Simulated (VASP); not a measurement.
TiCo3:

```
Ti Co
1.0
     3.61400    0.00000    0.00000
     0.00000    3.61400    0.00000
     0.00000    0.00000    3.61400
Ti Co
1 3
Direct
  0.00000 0.00000 0.00000
  0.00000 0.50000 0.50000
  0.50000 0.00000 0.50000
  0.50000 0.50000 0.00000
```

Base run:

```yaml
Program: VASP 6.6.1
Functional: r2SCAN
Potentials_or_basis: VASP PAW PBE potentials, release 64 (Ti_sv, Co)
Cutoff: 520 eV
k_mesh: 8 × 8 × 8, shifted
Occupations: gaussian, width 0.1 eV
Spin: collinear spin, ferrimagnetic start
Starting_moments: "[-0.74, 1.48, 1.48, 1.48] μB"
```

Its results: pressure -4.1 GPa; net moment 2.72 μB per cell.

Question: The run is repeated on the same cell with these changes: k mesh from 8 × 8 × 8, shifted to 6 × 6 × 6, shifted. What comes out?

Answer: Pressure -12.6 GPa; net moment 0.00 μB per cell.

Caveats: the cell stands under tension; the PAW data sets were made with another functional, which shifts forces and pressure a little.
